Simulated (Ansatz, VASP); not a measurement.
Two plane-wave programs on TiO2

File INCAR:

```
SYSTEM = TiO2
ALGO     = Normal         ! electronic algorithm
EDIFF    = 1E-6           ! SCF threshold, eV
ENCUT    = 520            ! plane-wave cutoff, eV
GGA      = PS             ! functional
ISIF     = 2              ! what is computed and relaxed
ISMEAR   = 0              ! smearing method
LASPH    = .TRUE.         ! aspherical terms in the spheres
LCHARG   = .TRUE.         ! write CHGCAR
LELF     = .TRUE.         ! ELF
LREAL    = .FALSE.        ! projectors in reciprocal space
LVHAR    = .TRUE.       
LWAVE    = .FALSE.        ! write WAVECAR
NBANDS   = 33             ! bands
NELM     = 100            ! most SCF steps
PREC     = Accurate       ! precision mode
SIGMA    = 0.05           ! smearing width, eV
```

The input KPOINTS:

```
k-points
0
G
  6 6 10
  0 0 0
```

File POSCAR:

```
TiO2
1.0
    4.5912476203      0.0000000000      0.0000000000
    0.0000000000      4.5912476203      0.1721717858
    0.0000000000      0.1102122757      2.9389940195
Ti O
2 4
Direct
    0.0000000000      0.0000000000      0.0000000000
    0.5000000000      0.5000000000      0.5000000000
    0.3044387440      0.3044387440      0.0000000000
    0.1955612560      0.8044387440      0.5000000000
    0.6955612560      0.6955612560      0.0000000000
    0.8044387440      0.1955612560      0.5000000000
```

Input for Ansatz:

```yaml
crystal:
  lattice:
    - [4.5912476203, 0.0, 0.0]
    - [0.0, 4.5912476203, 0.1721717858]
    - [0.0, 0.1102122757, 2.9389940195]
  atoms:
    - { symbol: Ti, position: [0.0, 0.0, 0.0] }
    - { symbol: Ti, position: [0.5, 0.5, 0.5] }
    - { symbol: O, position: [0.304438744, 0.304438744, 0.0] }
    - { symbol: O, position: [0.195561256, 0.804438744, 0.5] }
    - { symbol: O, position: [0.695561256, 0.695561256, 0.0] }
    - { symbol: O, position: [0.804438744, 0.195561256, 0.5] }
basis:
  ecutwfc: 420
kpoints:
  mp_grid: { grid: [6, 6, 10] }
hamiltonian:
  xc: pbesol
scf:
  occupations: { method: gaussian, width: 0.05 }
output:
  forces: true
  stress: true
  eigenvalues: true
```

Change from the starting cell: strain +0.0750 x Voigt [0, 0, 0, 1, 0, 0], atoms carried along.

Alike in both runs: task single point; functional PBEsol; k mesh 6 × 6 × 10; occupations gaussian, width 0.05 eV; no spin polarisation.

```csv
,VASP,Ansatz
version,VASP 6.6.1,Ansatz 0.2.0
potentials or method,"VASP PAW PBE potentials, release 64 (Ti_sv, O), cutoff 520 eV","scalar-relativistic, plane waves, PAW"
valence electrons in the cell,48,48
```

|  | VASP | Ansatz | Ansatz less VASP |
| --- | --- | --- | --- |
| gap on the k mesh at the Fermi level (eV) | 1.80 | 1.83 | +0.028 |
| least direct gap on the mesh (eV) | 1.85 | 1.88 | +0.028 |
| pressure (GPa) | 2.0 | 1.3 | -0.68 |
| traceless stress, the component that is largest in VASP (GPa) | -11.11 | -10.99 | +0.117 |
| rms of the force components (eV/Å) | 0.215 | 0.203 | -0.0115 |

VASP's potentials were made for PBE, not for PBEsol. Atom by atom the forces differ by 0.015 eV/Å (rms over components). With one functional, cell and mesh, what is left measures potentials, basis and numerics.
